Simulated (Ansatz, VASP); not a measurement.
## Zr9O16: VASP beside Ansatz

```
Zr O
1.0
    -5.11583    5.11583    0.00000
    -5.11583    0.00000    5.11583
     0.00000    5.11583    5.11583
Zr O
9 16
Direct
  0.01212 0.98974 0.49158
  0.50000 0.00000 0.50000
  0.00000 0.50000 0.50000
  0.00000 0.00000 0.00000
  0.50000 0.50000 0.50000
  0.48175 0.00050 0.00729
  0.01374 0.48335 0.00161
  0.50390 0.49799 0.99942
  0.74609 0.75370 0.75640
  0.87427 0.86239 0.36825
  0.37500 0.87500 0.37500
  0.87500 0.37500 0.37500
  0.87744 0.88113 0.87640
  0.37500 0.37500 0.37500
  0.38953 0.87512 0.88157
  0.87842 0.38530 0.86499
  0.37500 0.37500 0.87500
  0.61243 0.63054 0.12034
  0.12500 0.62500 0.12500
  0.62500 0.12500 0.12500
  0.60388 0.62219 0.65000
  0.12500 0.12500 0.12500
  0.12638 0.62711 0.60893
  0.63838 0.10912 0.62595
  0.12500 0.12500 0.62500
```

Alike in both runs: task relaxation of the atoms; functional PBE; k mesh 2 × 2 × 2; occupations gaussian, width 0.01 eV; no spin polarisation.

|  | VASP | Ansatz |
| --- | --- | --- |
| version | VASP 6.6.1 | Ansatz 0.2.0 |
| potentials or method | VASP PAW PBE potentials, release 64 (Zr_sv, O), cutoff 520 eV | scalar-relativistic, plane waves, PAW |
| valence electrons in the cell | 204 | 204 |

VASP gave:

```
gap on the k mesh at the Fermi level, each at its own relaxed structure (eV) : 1.43
```

Problem. What did Ansatz give for the same quantities?

Solution. gap on the k mesh at the Fermi level, each at its own relaxed structure (eV): 1.40.

The k mesh is coarse, so the values compare programs but aren't converged.
